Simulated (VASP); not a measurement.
Input of a VASP 6.6.1 run:

INCAR

```
ALGO = Normal
EDIFF = 1E-6
ENCUT = 750
GGA = PS
GGA_COMPAT = False
ISIF = 2
ISMEAR = -1
LASPH = True
LCHARG = False
LREAL = False
LWAVE = False
NBANDS = 8
NELM = 120
PREC = Accurate
SIGMA = 0.08
```

Contents of KPOINTS:

```
k-points
0
Gamma
  13 13 13
```

Contents of POSCAR:

```
Li
1.0
    0.0000000000      2.2460400000      2.2020000000
    2.2460400000      0.0000000000      2.2020000000
    2.2460400000      2.2460400000      0.0000000000
Li
1
Direct
    0.0000000000      0.0000000000      0.0000000000
```

Potentials or basis: VASP PAW PBE potentials, release 64 (Li_sv).

Command:

```bash
$ cat potpaw_PBE.64/Li_sv/POTCAR > POTCAR
$ mpirun -np 1 vasp_std > vasp.out
```

Problem. Estimate the pressure.

Solution. -1.2 GPa.

Caveat: the cell differs from its parent crystal (equal xx and yy strain of +2 %); the PAW data sets were made with another functional, which shifts forces and pressure a little.
